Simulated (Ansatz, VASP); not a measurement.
# One calculation of Rh, two programs

```
Rh
1.0
     0.00000    1.90299    1.90299
     1.90299    0.00000    1.90299
     1.90299    1.90299    0.00000
Rh
1
Direct
  0.00000 0.00000 0.00000
```

Alike in both runs: task single point; functional PBE; k mesh 18 × 18 × 18; occupations fermi-dirac, width 0.05 eV; no spin polarisation.

```csv
,VASP,Ansatz
version,VASP 6.6.1,Ansatz 0.2.0
potentials or method,"VASP PAW PBE potentials, release 64 (Rh_pv), cutoff 500 eV","all-electron LAPW, scalar-relativistic"
```

VASP gave:

| Item | Value |
| --- | --- |
| pressure (GPa) | 5.4 |

Problem. What did Ansatz give for the same quantities?

Solution. Pressure (GPa): 5.1.

Ansatz ran all-electron here, and VASP with PAW potentials.
